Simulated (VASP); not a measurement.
Write the native input for VASP 6.6.1 that does the following.

```
Task                   : single point
Functional             : LDA
Potentials or basis    : VASP PAW LDA potentials, release 64 (Zr_sv, B)
Cutoff                 : 520 eV
k mesh                 : 10 × 10 × 10
Occupations            : fermi-dirac, width 0.05 eV
Spin                   : no spin polarisation
Dipole correction      : no
Further INCAR settings : ALGO = Normal; EDIFF = 1e-06; NBANDS = 14
```

The structure of ZrB lies in POSCAR:

```
ZrB
1.0
    0.0000000000      2.3705998121      2.3705998121
    2.3705998121      0.0000000000      2.3705998121
    2.3705998121      2.3705998121      0.0000000000
Zr B
1 1
Direct
    0.0000000000      0.0000000000      0.0000000000
    0.5000000000      0.5000000000      0.5000000000
```

These files were run (other wordings do the same):

INCAR

```
SYSTEM = ZrB
  PREC = Accurate
  ENCUT = 520
  EDIFF = 1E-6
  ISMEAR = -1
  SIGMA = 0.05
  LREAL = .False.
  LASPH = .True.
  NELM = 60
  ALGO = Normal
  ISIF = 2
  LWAVE = .False.
  LCHARG = .False.
  GGA = CA
  NBANDS = 14
```

KPOINTS

```
regular mesh
0
Gamma
  10 10 10
  0 0 0
```

Potentials or basis: VASP PAW LDA potentials, release 64 (Zr_sv, B).

Command:

```bash
$ cat potpaw_LDA.64/Zr_sv/POTCAR potpaw_LDA.64/B/POTCAR > POTCAR
$ mpirun -np 1 vasp_std > vasp.out
```

It gave:

```yaml
Pressure: 11.3 GPa
```

It took 39 s on 1 thread of Intel Xeon 8259CL, on a shared host, peak memory 0.15 GiB.
